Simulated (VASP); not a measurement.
# Bi (Im-3m) in VASP: further runs

The runs below take Bi through single point, with r2SCAN.

Everything below comes from runs of VASP 6.6.1. Logs are shortened: lines on timing, memory, paths and dates and some standing lists are left out, and cuts for length are marked.

## Step 1: The cell of the first run

It takes space group Im-3m (No. 229, cubic). Conventional cell: a = 4.032 Å, b = 4.032 Å, c = 4.032 Å, α = 90.00°, β = 90.00°, γ = 90.00°. Within 4.6 Å of Bi (site symmetry m-3m) lie 14 Bi at 3.49 to 4.03 Å.

## Step 2: Single point, r2SCAN

POSCAR

```
Bi
1.0
   -2.0160481300      2.0160481300      2.0160481300
    2.0160481300     -2.0160481300      2.0160481300
    2.0160481300      2.0160481300     -2.0160481300
Bi
1
Direct
    0.0000000000      0.0000000000      0.0000000000
```

INCAR.step1

```
SYSTEM = Bi
ALGO = Normal ; EDIFF = 1E-4
ENCUT = 520 ; GGA = PE
ISMEAR = 0 ; LASPH = .TRUE.
LCHARG = .FALSE. ; LREAL = .FALSE.
LWAVE = .TRUE. ; NBANDS = 14
NELM = 100 ; PREC = Accurate
SIGMA = 0.05
```

INCAR.step2

```
SYSTEM = Bi
ALGO = Normal ; EDIFF = 1E-6
ENCUT = 520 ; ISIF = 2
ISMEAR = 0 ; ISTART = 1
LASPH = .TRUE. ; LCHARG = .TRUE.
LELF = .TRUE. ; LMIXTAU = .TRUE.
LREAL = .FALSE. ; LVHAR = .TRUE.
LWAVE = .FALSE. ; METAGGA = R2SCAN
NBANDS = 14 ; NELM = 100
PREC = Accurate ; SIGMA = 0.05
```

KPOINTS

```
k-points
0
G
  8 8 8
  0 0 0
```

Potentials or basis: VASP PAW PBE potentials, release 64 (Bi_d).

On the command line:

```
cat potpaw_PBE.64/Bi_d/POTCAR > POTCAR
cp INCAR.step1 INCAR
mpirun -np 1 vasp_std > vasp.out
cp INCAR.step2 INCAR
mpirun -np 1 vasp_std > vasp.out
```

OUTCAR:

```text
SYSTEM = Bi
   EDIFF = 1E-6
   ENCUT = 520
   ISIF = 2
   ISMEAR = 0
   ISTART = 1
   LASPH = .TRUE.
   LREAL = .FALSE.
   METAGGA = R2SCAN
   NELM = 100
   PREC = Accurate

 ion  position               nearest neighbor table
   1  0.000  0.000  0.000-

  LATTYP: Found a body centered cubic cell.
 ALAT       =     4.0320962600

  Lattice vectors:

 A1 = (  -2.0160481300,   2.0160481300,   2.0160481300)
 A2 = (   2.0160481300,  -2.0160481300,   2.0160481300)
 A3 = (   2.0160481300,   2.0160481300,  -2.0160481300)

Analysis of symmetry for initial positions (statically):
=====================================================================
 Subroutine PRICEL returns:
 Original cell was already a primitive cell.

 Routine SETGRP: Setting up the symmetry group for a
 body centered cubic supercell.

 Subroutine GETGRP returns: Found 48 space group operations
 (whereof 48 operations were pure point group operations)
 out of a pool of 48 trial point group operations.

The static configuration has the point symmetry O_h .

Analysis of symmetry for dynamics (positions and initial velocities):
=====================================================================
 Subroutine PRICEL returns:
 Original cell was already a primitive cell.

 Routine SETGRP: Setting up the symmetry group for a
 body centered cubic supercell.

 Subroutine GETGRP returns: Found 48 space group operations
 (whereof 48 operations were pure point group operations)
 out of a pool of 48 trial point group operations.

The dynamic configuration has the point symmetry O_h .

 Subroutine INISYM returns: Found 48 space group operations
 (whereof 48 operations are pure point group operations),
 and found     1 'primitive' translations

----------------------------------------------------------------------------------------

                                     Primitive cell

  volume of cell :      32.7765

  direct lattice vectors                    reciprocal lattice vectors
    -2.016048130  2.016048130  2.016048130     0.000000000  0.248009952  0.248009952
     2.016048130 -2.016048130  2.016048130     0.248009952  0.000000000  0.248009952
     2.016048130  2.016048130 -2.016048130     0.248009952  0.248009952  0.000000000

  length of vectors
     3.491897792  3.491897792  3.491897792     0.350739038  0.350739038  0.350739038

  position of ions in fractional coordinates (direct lattice)
     0.000000000  0.000000000  0.000000000

  ion indices of the primitive-cell ions
   primitive index   ion index
                 1           1

----------------------------------------------------------------------------------------

 KPOINTS: k-points

Automatic generation of k-mesh.
 Grid dimensions read from file:
 generate k-points for:    8    8    8

 Generating k-lattice:

  Cartesian coordinates                     Fractional coordinates (reciprocal lattice)
     0.000000000  0.031001244  0.031001244     0.125000000  0.000000000  0.000000000
     0.031001244  0.000000000  0.031001244     0.000000000  0.125000000  0.000000000
     0.031001244  0.031001244  0.000000000     0.000000000  0.000000000  0.125000000

  Length of vectors
     0.043842380  0.043842380  0.043842380

  Shift w.r.t. Gamma in fractional coordinates (k-lattice)
     0.000000000  0.000000000  0.000000000

 Subroutine IBZKPT returns following result:
 ===========================================

 Found     29 irreducible k-points:

 Following reciprocal coordinates:
            Coordinates               Weight
  0.000000  0.000000  0.000000      1.000000
  0.125000  0.000000  0.000000     12.000000
  0.250000  0.000000  0.000000     12.000000
  0.375000  0.000000  0.000000     12.000000
  0.500000  0.000000  0.000000      6.000000
  0.125000  0.125000  0.000000     24.000000
[... 16 lines left out ...]
 -0.250000  0.250000  0.250000      6.000000
 -0.375000  0.375000  0.250000     24.000000
 [... further k-points ...]
   k-points           NKPTS =     29   k-points in BZ     NKDIM =     29   number of bands    NBANDS=     14
   number of dos      NEDOS =    301   number of ions     NIONS =      1
   total plane-waves  NPLWV =  21952
   dimension x,y,z NGX =    28 NGY =   28 NGZ =   28
   dimension x,y,z NGXF=    56 NGYF=   56 NGZF=   56
   ions per type =               1
   NGX,Y,Z   is equivalent  to a cutoff of  13.33, 13.33, 13.33 a.u.
   NGXF,Y,Z  is equivalent  to a cutoff of  26.66, 26.66, 26.66 a.u.
 SYSTEM =  Bi
   PREC   = accura    normal or accurate (medium, high low for compatibility)
   ISTART =      1    job   : 0-new  1-cont  2-samecut
   ICHARG =      0    charge: 1-file 2-atom 10-const
   ISPIN  =      1    spin polarized calculation?
   LNONCOLLINEAR =      F non collinear calculations
   LSORBIT =      F    spin-orbit coupling
   LASPH  =      T    aspherical Exc in radial PAW
   ENCUT  =  520.0 eV  38.22 Ry    6.18 a.u.   6.49  6.49  6.49*2*pi/ulx,y,z
   NELM   =    100;   NELMIN=  2; NELMDL=  0     # of ELM steps
   EDIFF  = 0.1E-05   stopping-criterion for ELM
   LREAL  =      F    real-space projection
   EDIFFG = 0.1E-04   stopping-criterion for IOM
   NSW    =      0    number of steps for IOM
   IBRION =     -1    ionic relax: 0-MD 1-quasi-New 2-CG
   NFREE  =      0    steps in history (QN), initial steepest desc. (CG)
   ISIF   =      2    stress and relaxation
   ISYM   =      2    0-nonsym 1-usesym 2-fastsym
   POTIM  = 0.5000    time-step for ionic-motion
   TEBEG  =    0.0;   TEEND  =   0.0 temperature during run
   PSTRESS=    0.0 pullay stress
   NELECT =      15.0000    total number of electrons
   NUPDOWN=      -1.0000    fix difference up-down
   EMIN   =  10.00;   EMAX   =-10.00  energy-range for DOS
   EFERMI =   0.00;   METHOD = LEGACY
   ISMEAR =     0;   SIGMA  =   0.05  broadening in eV -4-tet -1-fermi 0-gaus
   EFERMI_NEDOS =   21; number of points for ismear=-14 and -15
   IALGO  =     38    algorithm
   IMIX   =      4    mixing-type and parameters
     AMIX     =   0.40;   BMIX     =  1.00
     AMIX_MAG =   1.60;   BMIX_MAG =  1.00
  volume/ion in A,a.u.               =      32.78       221.19
  Fermi-wavevector in a.u.,A,eV,Ry     =   1.261588  2.384056 21.655105  1.591605
  Thomas-Fermi vector in A             =   2.395040
   LORBIT       =      0    0 simple, 1 ext, 2 COOP (PROOUT), +10 PAW based schemes
   METAGGA = R2SCAN    functional components
   LHFCALC =     F    Hartree Fock is set to
   AEXX    =    0.0000 exact exchange contribution
   IVDW    =     0    specifies the selected vdW correction
   LEPSILON=     F    determine dielectric tensor
   LRPA    =     F    only Hartree local field effects (RPA)
 non-spin polarized calculation
 Gauss-broadening in eV      SIGMA  =   0.05
  energy-cutoff  :      520.00
  volume of cell :       32.78
 maximum number of plane-waves:       935
 NGX is ok and might be reduce to    28
   NGX = 13   NGY = 13   NGZ = 13

 number of electron      15.0000006 magnetization

 Free energy of the ion-electron system (eV)
  ---------------------------------------------------
  ext. energy  EPLUGINS =         0.00000000
  ---------------------------------------------------
  free energy    TOTEN  =       -58.22636101 eV

  energy without entropy =      -58.22417665  energy(sigma->0) =      -58.22526883

 E-fermi :   7.2609     XC(G=0): -10.7879

 val. band max:        7.2558698821   @ k =   0.2500   0.2500   0.1250
 cond. band min:       7.5092592682   @ k =   0.3750   0.1250   0.0000
 fundamental gap:      0.2533893861
 Fermi energy:         7.2609310730

 k-point     1 :       0.0000    0.0000    0.0000
  band No.  band energies     occupation
      1     -16.5169      2.00000
      2     -16.5169      2.00000
      3     -16.5169      2.00000
      4     -16.3966      2.00000
      5     -16.3966      2.00000
      6      -6.5678      2.00000
      7      12.1559      0.00000
      8      12.1559      0.00000
      9      12.1559      0.00000
     10      16.6399      0.00000
     11      18.4645      0.00000
     12      18.4645      0.00000
     13      18.4645      0.00000
     14      19.0346      0.00000

 k-point     2 :       0.1250    0.0000    0.0000
  band No.  band energies     occupation
      1     -16.5221      2.00000
      2     -16.5074      2.00000
      3     -16.4883      2.00000
      4     -16.4026      2.00000
      5     -16.3979      2.00000
      6      -6.2869      2.00000
      7       9.8592      0.00000
      8      11.3879      0.00000
      9      11.9475      0.00000
     10      16.3213      0.00000
     11      17.0873      0.00000
     12      18.1351      0.00000
     13      18.4647      0.00000
     14      20.2085      0.00000

 k-point     3 :       0.2500    0.0000    0.0000
  band No.  band energies     occupation
      1     -16.5348      2.00000
      2     -16.4906      2.00000
      3     -16.4186      2.00000
      4     -16.4123      2.00000
      5     -16.4010      2.00000
      6      -5.4770      2.00000
      7       6.4136      2.00000
      8      10.0391      0.00000
      9      11.4317      0.00000
     10      14.7530      0.00000
     11      15.9514      0.00000
     12      18.3864      0.00000
     13      19.7429      0.00000
     14      22.7339      0.00000
[... 324 lines left out ...]
 k-point    23 :      -0.2500    0.2500    0.2500
  band No.  band energies     occupation
      1     -16.4586      2.00000
      2     -16.4383      2.00000
      3     -16.4383      2.00000
      4     -16.4262      2.00000
      5     -16.4248      2.00000
      6      -4.4470      2.00000
      7       6.3104      2.00000
      8       7.9476      0.00000
      9       7.9476      0.00000
     10      13.2345      0.00000
     11      19.5346      0.00000
     12      19.5346      0.00000
     13      19.9096      0.00000
     14      20.3667      0.00000

 k-point    24 :      -0.3750    0.3750    0.2500
  band No.  band energies     occupation
      1     -16.4800      2.00000
      2     -16.4516      2.00000
      3     -16.4422      2.00000
      4     -16.4034      2.00000
      5     -16.3580      2.00000
      6      -3.3956      2.00000
      7       4.4663      2.00000
      8       6.9770      2.00000
      9       7.6077      0.00000
     10      13.0571      0.00000
     11      17.0372      0.00000
     12      19.1877      0.00000
     13      19.3016      0.00000
     14      23.0935      0.00000

 [... further k-points ...]

------------------------ aborting loop because EDIFF is reached ----------------------------------------

  FORCE on cell =-STRESS in cart. coord.  units (eV):
  Direction    XX          YY          ZZ          XY          YZ          ZX
  --------------------------------------------------------------------------------------
  -------------------------------------------------------------------------------------
  Total       -0.5728123     -0.5728123     -0.5728123     -0.0000000     -0.0000000      0.0000000
  in kB      -28.0001423    -28.0001423    -28.0001423     -0.0000000     -0.0000000      0.0000000
  external PRESSURE =     -28.0001423 kB  Pullay stress =       0.0000000 kB

 VOLUME and BASIS-vectors are now :
 -----------------------------------------------------------------------------
  energy-cutoff  :      520.00
  volume of cell :       32.78
      direct lattice vectors                 reciprocal lattice vectors
    -2.016048130  2.016048130  2.016048130     0.000000000  0.248009952  0.248009952
     2.016048130 -2.016048130  2.016048130     0.248009952  0.000000000  0.248009952
     2.016048130  2.016048130 -2.016048130     0.248009952  0.248009952  0.000000000

 POSITION                                       TOTAL-FORCE (eV/Angst)
 -----------------------------------------------------------------------------------
      0.00000      0.00000      0.00000        -0.000000     -0.000000     -0.000000
 -----------------------------------------------------------------------------------
    total drift:                               -0.000000     -0.000000     -0.000000

  FREE ENERGIE OF THE ION-ELECTRON SYSTEM (eV)
  ---------------------------------------------------
  free  energy   TOTEN  =       -58.2263610148 eV

  energy  without entropy=      -58.2241766466  energy(sigma->0) =      -58.22526883
```

It took 25 s on 1 thread of Intel Xeon 6975P-C (Granite Rapids), shared host; peak memory 0.16 GiB.

Results:

* Free energy: -58.2264 eV
* Pressure: -2.8 GPa

Levels at points of the mesh, in eV from the Fermi level:
| k point | band 6 | band 7 | band 8 | band 9 | band 10 | band 11 |
| --- | --- | --- | --- | --- | --- | --- |
| (0.00, 0.00, 0.00) | -13.83 | 4.89 | 4.89 | 4.89 | 9.38 | 11.20 |
| (0.50, 0.00, 0.00) | -10.88 | -5.06 | 1.40 | 3.48 | 6.32 | 7.80 |
| (0.50, 0.50, 0.50) | -8.81 | -1.93 | -1.93 | -1.93 | 4.00 | 4.00 |

Caveat: the PAW data sets were made with another functional, which shifts forces and pressure a little; spin-orbit coupling is left out, which moves the levels of the heavy elements.

## Step 3: Single point, r2SCAN

This run uses another cell than the first one, of 33.61 Å³/atom, 1.025 times its volume.

POSCAR

```
Bi
1.0
   -2.0329196100      2.0329196100      2.0329196100
    2.0329196100     -2.0329196100      2.0329196100
    2.0329196100      2.0329196100     -2.0329196100
Bi
1
Direct
    0.0000000000      0.0000000000      0.0000000000
```

INCAR.step1

```
SYSTEM = Bi
  PREC = Accurate
  ENCUT = 520
  ISMEAR = 0
  SIGMA = 0.05
  LREAL = .False.
  LASPH = .True.
  NELM = 80
  NBANDS = 14
  GGA = PE
  ALGO = Normal
  EDIFF = 1E-4
  LWAVE = .True.
  LCHARG = .False.
```

INCAR.step2

```
SYSTEM = Bi
  PREC = Accurate
  ENCUT = 520
  EDIFF = 1E-6
  ISMEAR = 0
  SIGMA = 0.05
  LREAL = .False.
  LASPH = .True.
  NELM = 80
  ALGO = Normal
  ISIF = 2
  LWAVE = .False.
  LCHARG = .False.
  METAGGA = R2SCAN
  LMIXTAU = .True.
  NBANDS = 14
  ISTART = 1
```

KPOINTS

```
Automatic mesh
0
Gamma
  8 8 8
  0 0 0
```

Potentials or basis: VASP PAW PBE potentials, release 64 (Bi_d).

On the command line:

```
cat potpaw_PBE.64/Bi_d/POTCAR > POTCAR
cp INCAR.step1 INCAR
mpirun -np 1 vasp_std > vasp.out
cp INCAR.step2 INCAR
mpirun -np 1 vasp_std > vasp.out
```

OUTCAR:

```text
SYSTEM = Bi
   PREC = Accurate
   ENCUT = 520
   EDIFF = 1E-6
   ISMEAR = 0
   LREAL = .False.
   LASPH = .True.
   NELM = 80
   ISIF = 2
   METAGGA = R2SCAN
   ISTART = 1

 ion  position               nearest neighbor table
   1  0.000  0.000  0.000-

  LATTYP: Found a body centered cubic cell.
 ALAT       =     4.0658392200

  Lattice vectors:

 A1 = (  -2.0329196100,   2.0329196100,   2.0329196100)
 A2 = (   2.0329196100,  -2.0329196100,   2.0329196100)
 A3 = (   2.0329196100,   2.0329196100,  -2.0329196100)

Analysis of symmetry for initial positions (statically):
=====================================================================
 Subroutine PRICEL returns:
 Original cell was already a primitive cell.

 Routine SETGRP: Setting up the symmetry group for a
 body centered cubic supercell.

 Subroutine GETGRP returns: Found 48 space group operations
 (whereof 48 operations were pure point group operations)
 out of a pool of 48 trial point group operations.

The static configuration has the point symmetry O_h .

Analysis of symmetry for dynamics (positions and initial velocities):
[... 171 lines left out ...]
      5     -16.6858      2.00000
      6      -6.6991      2.00000
      7      11.6840      0.00000
      8      11.6840      0.00000
      9      11.6840      0.00000
     10      16.0349      0.00000
     11      18.1583      0.00000
     12      18.1583      0.00000
     13      18.1583      0.00000
     14      18.5869      0.00000
[... 377 lines left out ...]
      1     -16.7619      2.00000
      2     -16.7361      2.00000
      3     -16.7272      2.00000
      4     -16.6915      2.00000
      5     -16.6499      2.00000
      6      -3.6573      2.00000
      7       4.2249      2.00000
      8       6.6871      2.00000
      9       7.2873      0.00000
     10      12.7591      0.00000
     11      16.6455      0.00000
     12      18.7636      0.00000
     13      18.8590      0.00000
     14      22.6326      0.00000

 [... further k-points ...]

------------------------ aborting loop because EDIFF is reached ----------------------------------------

  FORCE on cell =-STRESS in cart. coord.  units (eV):
  Direction    XX          YY          ZZ          XY          YZ          ZX
  --------------------------------------------------------------------------------------
  -------------------------------------------------------------------------------------
  Total       -0.8046924     -0.8046924     -0.8046924      0.0000000      0.0000000     -0.0000000
  in kB      -38.3636446    -38.3636446    -38.3636446      0.0000000      0.0000000     -0.0000000
  external PRESSURE =     -38.3636446 kB  Pullay stress =       0.0000000 kB

 VOLUME and BASIS-vectors are now :
 -----------------------------------------------------------------------------
  energy-cutoff  :      520.00
  volume of cell :       33.61
      direct lattice vectors                 reciprocal lattice vectors
    -2.032919610  2.032919610  2.032919610     0.000000000  0.245951683  0.245951683
     2.032919610 -2.032919610  2.032919610     0.245951683  0.000000000  0.245951683
     2.032919610  2.032919610 -2.032919610     0.245951683  0.245951683  0.000000000

 POSITION                                       TOTAL-FORCE (eV/Angst)
 -----------------------------------------------------------------------------------
      0.00000      0.00000      0.00000         0.000000     -0.000000      0.000000
 -----------------------------------------------------------------------------------
    total drift:                               -0.000000     -0.000000     -0.000000

  FREE ENERGIE OF THE ION-ELECTRON SYSTEM (eV)
  ---------------------------------------------------
  free  energy   TOTEN  =       -58.2095983616 eV

  energy  without entropy=      -58.2075543360  energy(sigma->0) =      -58.20857635
```

OSZICAR.step1:

```text
N       E                     dE             d eps       ncg     rms          rms(c)
DAV:   1     0.117859435173E+03    0.11786E+03   -0.75908E+03   824   0.118E+03
DAV:   2     0.338893303042E+01   -0.11447E+03   -0.11090E+03   884   0.344E+02
DAV:   3    -0.353758271892E+01   -0.69265E+01   -0.68974E+01   988   0.813E+01
DAV:   4    -0.370175115974E+01   -0.16417E+00   -0.16413E+00  1018   0.137E+01
DAV:   5    -0.370906652051E+01   -0.73154E-02   -0.73150E-02  1190   0.262E+00    0.477E-01
DAV:   6    -0.370553425829E+01    0.35323E-02   -0.86160E-03  1072   0.124E+00    0.297E-01
DAV:   7    -0.370556967954E+01   -0.35421E-04   -0.63294E-03  1100   0.102E+00    0.886E-02
DAV:   8    -0.370566626057E+01   -0.96581E-04   -0.64447E-04  1034   0.368E-01
   1 F= -.37056663E+01 E0= -.37045889E+01  d E =-.215473E-02
```

It took 25 s on 1 thread of Intel Xeon 6975P-C (Granite Rapids), shared host; peak memory 0.16 GiB.

What came out:

```yaml
Free_energy: -58.2096 eV
Pressure: -3.8 GPa
```

Levels at points of the mesh, in eV from the Fermi level:
```tsv
k point	band 4	band 5	band 6	band 7	band 8	band 9	band 10	band 11	band 12	band 13
(0.00, 0.00, 0.00)	-23.67	-23.67	-13.68	4.70	4.70	4.70	9.06	11.18	11.18	11.18
(0.50, 0.00, 0.00)	-23.67	-23.59	-10.86	-4.93	1.33	3.38	6.22	7.72	12.79	14.22
(0.50, 0.50, 0.50)	-23.61	-23.61	-8.90	-1.89	-1.89	-1.89	4.01	4.01	15.92	17.96
```

Caveat: the PAW data sets were made with another functional, which shifts forces and pressure a little; spin-orbit coupling is left out, which moves the levels of the heavy elements.
